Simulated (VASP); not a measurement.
A run of VASP 6.6.1 is set up as follows.

INCAR

```
SYSTEM = Ho2PbC
PREC     = Accurate       ! precision mode
ENCUT    = 600            ! plane-wave cutoff, eV
EDIFF    = 1E-6           ! SCF threshold, eV
ISMEAR   = 0              ! smearing method
SIGMA    = 0.1            ! smearing width, eV
LREAL    = .FALSE.        ! projectors in reciprocal space
LASPH    = .TRUE.         ! aspherical terms in the spheres
NELM     = 200            ! most SCF steps
ALGO     = Normal         ! electronic algorithm
ISIF     = 2              ! what is computed and relaxed
LWAVE    = .FALSE.        ! write WAVECAR
LCHARG   = .TRUE.         ! write CHGCAR
GGA      = PE             ! functional
LELF     = .TRUE.         ! ELF
LVHAR    = .TRUE.       
NBANDS   = 26             ! bands
GGA_COMPAT= .FALSE.      
LMAXMIX  = 6              ! l up to which the mixer works
```

The input KPOINTS:

```
regular mesh
0
G
  12 12 10
  0 0 0
```

POSCAR

```
Ho2PbC
1.0
    5.5813932130      0.0000000000      0.0000000000
   -2.7906966065      4.8336283110      0.0000000000
    0.0000000000      0.0000000000      4.5355033299
Ho Pb C
2 1 1
Direct
    0.3333333333      0.6666666667      0.0000000000
    0.6666666667      0.3333333333      0.0000000000
    0.0000000000      0.0000000000      0.0000000000
    0.0000000000      0.0000000000      0.5000000000
```

Potentials or basis: VASP PAW PBE potentials, release 64 (Ho_3, Pb_d, C), 4f in core.

Command:

```console
$ cat potpaw_PBE.64/Ho_3/POTCAR potpaw_PBE.64/Pb_d/POTCAR potpaw_PBE.64/C/POTCAR > POTCAR
$ mpirun -np 1 vasp_std > vasp.out
```

(1) Predict the pressure.

(2) Predict the band gap on the k mesh.

## Answers

(1) 0.1 GPa.

(2) zero (bands 18 and 19 overlap by 1.21 eV).

Caveat: spin-orbit coupling is left out, which moves the levels of the heavy elements; the 4f electrons are frozen in the core, so they carry no moment and show no levels.
